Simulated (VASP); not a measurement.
## Co5Ru: single point with PBE

The system is Co5Ru.

```
Co Ru
1.0
     4.34725    0.00000    0.00000
    -2.17362    3.76483    0.00000
     0.00000    0.00000    4.01327
Co Ru
5 1
Direct
  0.66667 0.33333 0.00000
  0.33333 0.66667 0.00000
  0.00000 0.33333 0.50000
  0.66667 0.66667 0.50000
  0.33333 0.00000 0.50000
  0.00000 0.00000 0.00000
```

- Program: VASP 6.6.1
- Task: single point
- Functional: PBE
- Potentials or basis: VASP PAW PBE potentials, release 64 (Co, Ru_pv)
- Cutoff: 520 eV
- k mesh: 6 × 6 × 4
- Occupations: gaussian, width 0.1 eV
- Spin: collinear spin, ferromagnetic start
- Starting moments: [3.0, 3.0, 3.0, 3.0, 3.0, 0.0] μB
- Dipole correction: no
- Further INCAR settings: ALGO = Normal; EDIFF = 1e-07; NBANDS = 42

```yaml
Pressure: 6.9 GPa
Largest_force: 0.508 eV/Å
Net_moment: 6.49 μB per cell
Site_moments: Co +1.13, +1.40; Ru +0.11 μB
Valence_electrons_inside_the_program's_atomic_spheres: Co 8.37, 8.33; Ru 12.76
```

Forces in eV/Å, atoms in the order of the input:
```
Co   0.000  0.000  0.000
Co   0.000  0.000  0.000
Co  -0.254  0.440  0.000
Co  -0.254 -0.440  0.000
Co   0.508  0.000  0.000
Ru   0.000  0.000  0.000
```

Stress tensor (GPa, compression positive):
```
6.29 0.00 0.00
0.00 6.29 0.00
0.00 0.00 8.08
```

Levels at points of the mesh, in eV from the Fermi level:
Spin up:
| k point | band 31 | band 32 | band 33 | band 34 | band 35 | band 36 |
| --- | --- | --- | --- | --- | --- | --- |
| (0.00, 0.00, 0.00) | -0.61 | -0.08 | 0.16 | 0.16 | 0.28 | 4.92 |
| (0.50, 0.00, 0.00) | -0.55 | 0.04 | 0.17 | 0.20 | 0.42 | 1.84 |
| (0.00, 0.00, 0.50) | -0.81 | -0.66 | -0.17 | -0.17 | 0.47 | 5.54 |
| (0.50, 0.00, 0.50) | -0.30 | -0.03 | 0.09 | 0.31 | 0.55 | 0.76 |
Spin down:
| k point | band 25 | band 26 | band 27 | band 28 | band 29 | band 30 |
| --- | --- | --- | --- | --- | --- | --- |
| (0.00, 0.00, 0.00) | -0.53 | -0.53 | 0.27 | 0.68 | 0.72 | 0.72 |
| (0.50, 0.00, 0.00) | -0.35 | -0.33 | 0.10 | 0.25 | 0.54 | 0.83 |
| (0.00, 0.00, 0.50) | -0.56 | -0.39 | -0.39 | 0.44 | 0.44 | 0.57 |
| (0.50, 0.00, 0.50) | -0.38 | 0.09 | 0.31 | 0.59 | 0.76 | 0.90 |

Run time: 4.7 min on 1 thread of AMD EPYC 7R13 Processor (Zen 3) (shared host), peak memory 0.22 GiB.

Caveat: the k points lie up to 0.39 Å⁻¹ apart.
